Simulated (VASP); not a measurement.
# Si (C2/m) in VASP: a series of runs

The runs below take Si through single point, with PBE.

Everything below comes from runs of VASP 6.6.1. Logs are shortened: lines on timing, memory, paths and dates and some standing lists are left out, and cuts for length are marked.

### Step 1. The cell of the first run

The structure is monoclinic, space group C2/m (No. 12). The conventional cell has a = 13.624 Å, b = 3.792 Å, c = 6.231 Å, α = 90.00°, β = 96.83°, γ = 90.00°. Within 3.0 Å of Si (site symmetry m) lie 4 Si at 2.30 to 2.34 Å. Si (site symmetry m) has 4 Si at 2.34 to 2.38 Å within 3.1 Å. Si (site symmetry m) has 4 Si at 2.28 to 2.30 Å within 3.0 Å. Si (site symmetry m) has 4 Si at 2.28 to 2.38 Å within 3.0 Å.

### Step 2. Single point, PBE (19.98 Å³/atom)

Input file INCAR:

```
SYSTEM = Si
  PREC = Accurate
  ENCUT = 520
  EDIFF = 1E-6
  ISMEAR = 0
  SIGMA = 0.01
  LREAL = .False.
  LASPH = .True.
  NELM = 60
  ALGO = Normal
  ISIF = 2
  LWAVE = .False.
  LCHARG = .True.
  GGA = PE
  LELF = .True.
  LVHAR = .True.
  NBANDS = 26
```

Input file KPOINTS:

```
regular mesh
0
Gamma
  6 6 4
  0 0 0
```

Input file POSCAR:

```
Si
1.0
    6.8117814857     -1.8961861898     -0.0025992377
    6.8117814857      1.8961861898     -0.0025992377
   -0.7381598428      0.0000000000      6.1868856574
Si
8
Direct
    0.0556682454      0.0556682454      0.8739423691
    0.9443317546      0.9443317546      0.1260576309
    0.5592120450      0.5592120450      0.6536874484
    0.4407879550      0.4407879550      0.3463125516
    0.2129120558      0.2129120558      0.0569426968
    0.7870879442      0.7870879442      0.9430573032
    0.7270756498      0.7270756498      0.5855615805
    0.2729243502      0.2729243502      0.4144384195
```

Potentials or basis: VASP PAW PBE potentials, release 64 (Si).

Run with:

```bash
$ cat potpaw_PBE.64/Si/POTCAR > POTCAR
$ mpirun -np 1 vasp_std > vasp.out
```

OUTCAR:

```text
SYSTEM = Si
   PREC = Accurate
   ENCUT = 520
   EDIFF = 1E-6
   ISMEAR = 0
   LREAL = .False.
   LASPH = .True.
   NELM = 60
   ISIF = 2
   GGA = PE

 ion  position               nearest neighbor table
   1  0.056  0.056  0.874-   5 2.30   2 2.31   3 2.34   3 2.34
   2  0.944  0.944  0.126-   6 2.30   1 2.31   4 2.34   4 2.34
   3  0.559  0.559  0.654-   1 2.34   1 2.34   4 2.35   7 2.38
   4  0.441  0.441  0.346-   2 2.34   2 2.34   3 2.35   8 2.38
   5  0.213  0.213  0.057-   8 2.28   6 2.30   6 2.30   1 2.30
   6  0.787  0.787  0.943-   7 2.28   5 2.30   5 2.30   2 2.30
   7  0.727  0.727  0.586-   6 2.28   8 2.30   8 2.30   3 2.38
   8  0.273  0.273  0.414-   5 2.28   7 2.30   7 2.30   4 2.38

  LATTYP: Found a base centered monoclinic cell.
 ALAT       =    13.6235639632
 B/A-ratio  =     0.2783685965
 C/A-ratio  =     0.4573520663
 COS(beta)  =    -0.1188490601

  Lattice vectors:

 A1 = (   6.8117814857,  -1.8961861898,  -0.0025992377)
 A2 = (   6.8117814857,   1.8961861898,  -0.0025992377)
 A3 = (  -0.7381598428,   0.0000000000,   6.1868856574)

Analysis of symmetry for initial positions (statically):
=====================================================================
 Subroutine PRICEL returns:
 Original cell was already a primitive cell.

 Routine SETGRP: Setting up the symmetry group for a
 base centered monoclinic supercell.

 Subroutine GETGRP returns: Found  4 space group operations
 (whereof  4 operations were pure point group operations)
 out of a pool of  4 trial point group operations.

The static configuration has the point symmetry C_2h.

Analysis of symmetry for dynamics (positions and initial velocities):
=====================================================================
 Subroutine PRICEL returns:
 Original cell was already a primitive cell.

 Routine SETGRP: Setting up the symmetry group for a
 base centered monoclinic supercell.

 Subroutine GETGRP returns: Found  4 space group operations
 (whereof  4 operations were pure point group operations)
 out of a pool of  4 trial point group operations.

The dynamic configuration has the point symmetry C_2h.

 Subroutine INISYM returns: Found  4 space group operations
 (whereof  4 operations are pure point group operations),
 and found     1 'primitive' translations

[... 111 lines left out ...]
   NFREE  =      0    steps in history (QN), initial steepest desc. (CG)
   ISIF   =      2    stress and relaxation
   ISYM   =      2    0-nonsym 1-usesym 2-fastsym
   POTIM  = 0.5000    time-step for ionic-motion
   TEBEG  =    0.0;   TEEND  =   0.0 temperature during run
   PSTRESS=    0.0 pullay stress
   NELECT =      32.0000    total number of electrons
   NUPDOWN=      -1.0000    fix difference up-down
   EMIN   =  10.00;   EMAX   =-10.00  energy-range for DOS
   EFERMI =   0.00;   METHOD = LEGACY
   ISMEAR =     0;   SIGMA  =   0.01  broadening in eV -4-tet -1-fermi 0-gaus
   EFERMI_NEDOS =   21; number of points for ismear=-14 and -15
   IALGO  =     38    algorithm
   IMIX   =      4    mixing-type and parameters
     AMIX     =   0.40;   BMIX     =  1.00
     AMIX_MAG =   1.60;   BMIX_MAG =  1.00
  volume/ion in A,a.u.               =      19.98       134.81
  Fermi-wavevector in a.u.,A,eV,Ry     =   0.957746  1.809877 12.480306  0.917277
  Thomas-Fermi vector in A             =   2.086791
   LORBIT       =      0    0 simple, 1 ext, 2 COOP (PROOUT), +10 PAW based schemes
   GGA     = PE    functional components
   LHFCALC =     F    Hartree Fock is set to
   AEXX    =    0.0000 exact exchange contribution
   IVDW    =     0    specifies the selected vdW correction
   LEPSILON=     F    determine dielectric tensor
   LRPA    =     F    only Hartree local field effects (RPA)
 non-spin polarized calculation
 Gauss-broadening in eV      SIGMA  =   0.01
  energy-cutoff  :      520.00
  volume of cell :      159.82
 maximum number of plane-waves:      4338
 NGX is ok and might be reduce to    54
   NGX = 27   NGY = 27   NGZ = 23

 number of electron      32.0000001 magnetization

 Free energy of the ion-electron system (eV)
  ---------------------------------------------------
  ext. energy  EPLUGINS =         0.00000000
  ---------------------------------------------------
  free energy    TOTEN  =       -42.65444663 eV

  energy without entropy =      -42.65444663  energy(sigma->0) =      -42.65444663

 E-fermi :   6.1314     XC(G=0):  -9.3295

 val. band max:        6.0568594722   @ k =   0.0000   0.0000   0.0000
 cond. band min:       6.2575338751   @ k =   0.5000   0.5000   0.5000
 fundamental gap:      0.2006744028
 Fermi energy:         6.1313963625

 k-point     1 :       0.0000    0.0000    0.0000
  band No.  band energies     occupation
      1      -6.4519      2.00000
      2      -4.0881      2.00000
      3      -3.9020      2.00000
      4      -3.2912      2.00000
      5      -1.3987      2.00000
      6      -0.8304      2.00000
[... 685 lines left out ...]
     25      10.6315      0.00000
     26      10.7689      0.00000

 [... further k-points ...]

------------------------ aborting loop because EDIFF is reached ----------------------------------------

  FORCE on cell =-STRESS in cart. coord.  units (eV):
  Direction    XX          YY          ZZ          XY          YZ          ZX
  --------------------------------------------------------------------------------------
  -------------------------------------------------------------------------------------
  Total        5.5716425      5.8621563      6.1828482      0.0000000      0.0000000      0.2616124
  in kB       55.8559993     58.7684143     61.9833674      0.0000000      0.0000000      2.6226773
  external PRESSURE =      58.8692604 kB  Pullay stress =       0.0000000 kB

 VOLUME and BASIS-vectors are now :
 -----------------------------------------------------------------------------
  energy-cutoff  :      520.00
  volume of cell :      159.82
      direct lattice vectors                 reciprocal lattice vectors
     6.811781486 -1.896186190 -0.002599238     0.073405579 -0.263687186  0.008758049
     6.811781486  1.896186190 -0.002599238     0.073405579  0.263687186  0.008758049
    -0.738159843  0.000000000  6.186885657     0.000061678  0.000000000  0.161639569

 POSITION                                       TOTAL-FORCE (eV/Angst)
 -----------------------------------------------------------------------------------
      0.11329      0.00000      5.40669        -0.154994      0.000000     -0.047228
     12.77211      0.00000      0.77500         0.154994      0.000000      0.047228
      7.13593      0.00000      4.04138        -0.082263      0.000000     -0.102743
      5.74947      0.00000      2.14030         0.082263      0.000000      0.102743
      2.85859      0.00000      0.35119        -0.172490      0.000000      0.053733
     10.02682      0.00000      5.83050         0.172490      0.000000     -0.053733
      9.47312      0.00000      3.61902        -0.043501      0.000000     -0.119199
      3.41228      0.00000      2.56266         0.043501      0.000000      0.119199
 -----------------------------------------------------------------------------------
    total drift:                               -0.000000      0.000000      0.000000

  FREE ENERGIE OF THE ION-ELECTRON SYSTEM (eV)
  ---------------------------------------------------
  free  energy   TOTEN  =       -42.6544466339 eV

  energy  without entropy=      -42.6544466339  energy(sigma->0) =      -42.65444663
```

stdout:

```text
POSCAR found type information on POSCAR Si
 POSCAR found :  1 types and       8 ions
 scaLAPACK will be used
 LDA part: xc-table for (Slater+PW92), standard interpolation
 POSCAR, INCAR and KPOINTS ok, starting setup
 FFT: planning ... GRIDC
 FFT: planning ... GRID_SOFT
 FFT: planning ... GRID
 WAVECAR not read
 entering main loop
```

It took 4.6 min on 1 thread of Intel Xeon Platinum 8488C (Sapphire Rapids), shared host; peak memory 0.41 GiB.

Results:

* Free energy: -42.6544 eV
* Pressure: 5.9 GPa
* Largest force: 0.181 eV/Å
* Band gap on the k mesh: 0.20 eV (least direct gap 0.43 eV)

Forces in eV/Å, atoms in the order of the input:
```
Si  -0.155  0.000 -0.047
Si   0.155  0.000  0.047
Si  -0.082  0.000 -0.103
Si   0.082  0.000  0.103
Si  -0.172  0.000  0.054
Si   0.172  0.000 -0.054
Si  -0.044  0.000 -0.119
Si   0.044  0.000  0.119
```

Caveat: the cell stands under pressure. A k mesh can miss the band edges.

### Step 3. Single point, PBE (20.61 Å³/atom)

This run uses another cell than the first one, of 20.61 Å³/atom.

Input file INCAR:

```
PREC = Accurate
ENCUT = 520
EDIFF = 1E-6
ISMEAR = 0
SIGMA = 0.01
LREAL = F
LASPH = T
NELM = 60
ALGO = Normal
ISIF = 2
LWAVE = F
LCHARG = F
GGA = PE
NBANDS = 26
```

Input file KPOINTS:

```
regular mesh
0
Gamma
  6 6 4
```

Changes to POSCAR since step 2:

```diff
@@ -2,5 +2,5 @@
 1.0
-    6.8117814857     -1.8961861898     -0.0025992377
-    6.8117814857      1.8961861898     -0.0025992377
-   -0.7381598428      0.0000000000      6.1868856574
+    6.8834897183     -1.9161475113     -0.0026266001
+    6.8834897183      1.9161475113     -0.0026266001
+   -0.7459305174      0.0000000000      6.2520155557
 Si
```

Potentials or basis: VASP PAW PBE potentials, release 64 (Si).

Run with:

```bash
$ cat potpaw_PBE.64/Si/POTCAR > POTCAR
$ mpirun -np 1 vasp_std > vasp.out
```

Run time: 4.8 min. Hardware: 1 thread of Intel Xeon Platinum 8488C (Sapphire Rapids), shared host; peak memory 0.41 GiB.

It converged, with:

| Property | Result |
| --- | --- |
| Free energy | -42.7896 eV |
| Pressure | 2.7 GPa |
| Largest force | 0.084 eV/Å |
| Band gap on the k mesh | 0.24 eV (least direct gap 0.48 eV) |

Forces in eV/Å, atoms in the order of the input:
```
Si  -0.072  0.000 -0.021
Si   0.072  0.000  0.021
Si  -0.039  0.000 -0.049
Si   0.039  0.000  0.049
Si  -0.080  0.000  0.025
Si   0.080  0.000 -0.025
Si  -0.019  0.000 -0.055
Si   0.019  0.000  0.055
```

Stress tensor (GPa, compression positive):
```
2.53 0.00 0.12
0.00 2.67 0.00
0.12 0.00 2.82
```

Levels at points of the mesh, in eV from the valence-band top:
```
           k point  band 12  band 13  band 14  band 15  band 16  band 17  band 18  band 19  band 20  band 21
(0.00, 0.00, 0.00)    -1.19    -0.91    -0.76    -0.39     0.00     0.48     1.48     1.67     1.95     2.21
(0.50, 0.00, 0.00)    -3.27    -2.97    -2.84    -2.26    -1.93     0.79     1.53     1.85     2.60     3.01
(0.50, 0.50, 0.00)    -1.63    -1.46    -1.17    -0.81    -0.42     0.31     1.19     2.16     2.32     2.32
(0.00, 0.00, 0.50)    -2.22    -1.48    -1.33    -1.09    -0.98     0.86     1.26     1.77     2.55     2.57
(0.50, 0.00, 0.50)    -3.22    -2.23    -1.99    -1.78    -1.48     0.97     1.40     1.55     1.72     2.41
(0.50, 0.50, 0.50)    -2.37    -2.12    -1.54    -1.18    -0.82     0.24     1.25     1.32     2.26     2.97
```

A k mesh can miss the band edges.
